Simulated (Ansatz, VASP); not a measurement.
# Two plane-wave programs on PbF2

```xyz
3
Lattice="0.0000 3.0189 3.0189 3.0189 0.0000 3.0189 3.0189 3.0189 0.0000" Properties=species:S:1:pos:R:3 pbc="T T T"
Pb    0.0000    0.0000    0.0000
F     1.5095    1.5095    1.5095
F     4.5284    4.5284    4.5284
```

Alike in both runs: task relaxation of the atoms; functional r2SCAN; k mesh 8 × 8 × 8; occupations fermi-dirac, width 0.02 eV; no spin polarisation.

```csv
,VASP,Ansatz
version,VASP 6.6.1,Ansatz 0.2.0
potentials or method,"VASP PAW PBE potentials, release 64 (Pb_d, F), cutoff 520 eV",PAW plane waves
valence electrons in the cell,28,28
```

VASP gave:

| Property | Result |
| --- | --- |
| gap on the k mesh at the Fermi level, each at its own relaxed structure (eV) | 4.94 |

**Question.** Estimate Ansatz's values.

**Answer.** gap on the k mesh at the Fermi level, each at its own relaxed structure (eV): 4.95.

VASP's potentials were made for PBE, not for r2SCAN. Ansatz's warnings: stress scf threshold loose.

Spin-orbit coupling is off throughout. Noted on VASP's run: the relaxation stopped at its first step, so nothing moved.
